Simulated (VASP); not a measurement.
Crystal: Mo.

```xyz
1
Lattice="-1.5734 1.5734 1.5734 1.5734 -1.5734 1.5734 1.5734 1.5734 -1.5734" Properties=species:S:1:pos:R:3 pbc="T T T"
Mo    0.0000    0.0000    0.0000
```

* Program: VASP 6.6.1
* Task: relaxation of cell and atoms
* Functional: PBEsol
* Potentials or basis: VASP PAW PBE potentials, release 64 (Mo_sv)
* Cutoff: 500 eV
* k mesh: 9 × 9 × 9
* Occupations: methfessel-paxton, width 0.05 eV
* Spin: no spin polarisation

At the start: pressure -4.4 GPa; volume 15.58 Å³/atom.

**Question.** How do energy, volume and symmetry change on relaxing?

**Answer.** Over 3 steps the energy falls by 3.5 meV/atom and the volume is 15.34 Å³/atom (-1.6 %); space group Im-3m (No. 229, to 0.05 Å).

Step by step:
```csv
step,energy change (eV),largest force (eV/Å),pressure (GPa),volume (Å³)
1,0.0000,0.0000,-4.43,15.58
2,0.0276,0.0000,14.80,14.63
3,-0.0035,0.0000,-0.08,15.34
```

Final structure:
```
Mo
1.0
    -1.56515    1.56515    1.56515
     1.56515   -1.56515    1.56515
     1.56515    1.56515   -1.56515
Mo
1
Cartesian
  0.0000 0.0000 0.0000
```

Caveat: the PAW data sets were made with another functional, which shifts forces and pressure a little.
